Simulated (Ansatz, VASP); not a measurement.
# Two plane-wave programs on BeTe

```
Be Te
1.0
     0.00000    2.83231    2.83231
     2.83231    0.00000    2.83231
     2.83231    2.83231    0.00000
Be Te
1 1
Direct
  0.00000 0.00000 0.00000
  0.25000 0.25000 0.25000
```

Alike in both runs: functional PBE; k mesh 8 × 8 × 8; occupations gaussian, width 0.02 eV; no spin polarisation.

Ansatz relaxed the structure, and its values are those at the end. VASP's run is a single point on that final structure, the one shown.

|  | VASP | Ansatz |
| --- | --- | --- |
| version | VASP 6.6.1 | Ansatz 0.2.0 |
| potentials or method | VASP PAW PBE potentials, release 64 (Be, Te), cutoff 600 eV | scalar-relativistic, plane waves, PAW |
| valence electrons in the cell | 8 | 18 |

|  | VASP | Ansatz | Ansatz less VASP |
| --- | --- | --- | --- |
| gap on the k mesh at the Fermi level (eV) | 2.02 | 2.03 | +0.013 |
| least direct gap on the mesh (eV) | 3.62 | 3.64 | +0.018 |
| pressure (GPa) | 0.1 | 0.0 | -0.13 |

VASP's potentials hold 8 valence electrons a cell and Ansatz's 18, so a difference there can come from the potentials and not from the codes.

Spin-orbit coupling is off throughout.
